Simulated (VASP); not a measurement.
YIn, 2 atoms in the cell. Symmetry: P4/mmm, No. 123, tetragonal system. Conventional cell: a = 3.950 Å, b = 3.950 Å, c = 3.437 Å, α = 90.00°, β = 90.00°, γ = 90.00°. Within 4.3 Å of Y (site symmetry 4/mmm) lie 8 In at 3.28 Å and 6 Y at 3.44 to 3.95 Å. In (site symmetry 4/mmm) has 8 Y at 3.28 Å and 6 In at 3.44 to 3.95 Å within 4.3 Å. 

- Program: VASP 6.6.1
- Task: single point
- Functional: PBEsol
- Potentials or basis: VASP PAW PBE potentials, release 64 (Y_sv, In_d)
- Cutoff: 520 eV
- k mesh: 14 × 14 × 14
- Occupations: gaussian, width 0.15 eV
- Spin: no spin polarisation
- Dipole correction: no
- Further INCAR settings: ALGO = Fast; EDIFF = 1e-07; NBANDS = 19

Potentials or basis: VASP PAW PBE potentials, release 64 (Y_sv, In_d).

The run is started by

```sh
$ cat potpaw_PBE.64/Y_sv/POTCAR potpaw_PBE.64/In_d/POTCAR > POTCAR
$ mpirun -np 1 vasp_std > vasp.out
```

Hardware: 1 thread of Intel(R) Xeon(R) 6975P-C (Granite Rapids) (shared host).

Question: How long does it take, and how much memory?

Answer: Run time: 5.8 min on 1 thread of Intel(R) Xeon(R) 6975P-C (Granite Rapids), with other jobs on the host, peak memory 0.44 GiB. Counts: scf iterations 32, k points 288.
